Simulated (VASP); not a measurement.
Write the native input for VASP 6.6.1 that does the following.

```yaml
Task: single point
Functional: PBE
Potentials_or_basis: VASP PAW PBE potentials, release 64 (Mg, O)
Cutoff: 520 eV
k_mesh: 10 × 10 × 10
Occupations: fermi-dirac, width 0.02 eV
Spin: no spin polarisation
Dipole_correction: no
Further_INCAR_settings: ALGO = Normal; EDIFF = 1e-06; NBANDS = 11
```

The structure of MgO lies in POSCAR:

```
MgO
1.0
    0.0000000000      2.1021674167      2.1021674167
    2.1547216021      0.0000000000      2.1021674167
    2.1547216021      2.1021674167      0.0000000000
Mg O
1 1
Direct
    0.0000000000      0.0000000000      0.0000000000
    0.5000000000      0.5000000000      0.5000000000
```

This cell differs from its parent crystal: uniaxial x strain +2.5%.

The input as run:

INCAR

```
  PREC = Accurate
  ENCUT = 520
  EDIFF = 1E-6
  ISMEAR = -1
  SIGMA = 0.02
  LREAL = F
  LASPH = T
  NELM = 80
  ALGO = Normal
  ISIF = 2
  LWAVE = F
  LCHARG = F
  GGA = PE
  NBANDS = 11
```

KPOINTS

```
regular mesh
0
Gamma
  10 10 10
```

Potentials or basis: VASP PAW PBE potentials, release 64 (Mg, O).

Run with:

```console
$ cat potpaw_PBE.64/Mg/POTCAR potpaw_PBE.64/O/POTCAR > POTCAR
$ mpirun -np 1 vasp_std > vasp.out
```

It gave:

* Pressure: 1.0 GPa
* Band gap on the k mesh: 4.50 eV, direct

Caveat: the cell differs from its parent crystal (uniaxial x strain +2.5%).

Run time: 27 s on 1 thread of AMD EPYC 7R43 64-Core Processor (Zen 3) (shared host), peak memory 0.11 GiB.
